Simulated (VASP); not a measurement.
Wanted: the native input for a VASP 6.6.1 run.

- Task: relaxation of cell and atoms
- Functional: LDA
- Potentials or basis: VASP PAW LDA potentials, release 64 (Ag)
- Cutoff: 600 eV
- k mesh: 20 × 20 × 20
- Occupations: fermi-dirac, width 0.15 eV
- Spin: no spin polarisation
- Dipole correction: no
- Further INCAR settings: ALGO = Fast; EDIFF = 1e-06; IBRION = 2; EDIFFG = -0.001; NSW = 80; ISIF = 3

The structure of Ag lies in POSCAR:

```
Ag
1.0
   -1.5910507831      1.5910507831      1.5910507831
    1.5910507831     -1.5910507831      1.5910507831
    1.5910507831      1.5910507831     -1.5910507831
Ag
1
Direct
    0.0000000000      0.0000000000      0.0000000000
```

The input as run:

INCAR

```
  PREC = Accurate
  ENCUT = 600
  EDIFF = 1E-6
  ISMEAR = -1
  SIGMA = 0.15
  LREAL = F
  LASPH = T
  NELM = 100
  ALGO = Fast
  ISIF = 3
  LWAVE = F
  LCHARG = F
  GGA = CA
  IBRION = 2
  NSW = 80
  EDIFFG = -0.001
```

KPOINTS

```
Automatic mesh
0
Gamma
  20 20 20
```

Potentials or basis: VASP PAW LDA potentials, release 64 (Ag).

Command:

```bash
$ cat potpaw_LDA.64/Ag/POTCAR > POTCAR
$ mpirun -np 1 vasp_std > vasp.out
```

Results of the run:

```
Relaxed volume                         : 16.13 Å³/atom
Relaxed cell                           : a = 2.757 Å, b = 2.757 Å, c = 2.757 Å, α = 109.47°, β = 109.47°, γ = 109.47°
Space group after relaxing (to 0.05 Å) : Im-3m (No. 229)
Energy gained by relaxing              : 0.0 meV/atom
Ionic steps                            : 5
Pressure after relaxing                : 0.0 GPa
```

It took 110 s on 1 thread of Intel Xeon 8259CL (shared host), peak memory 0.17 GiB.
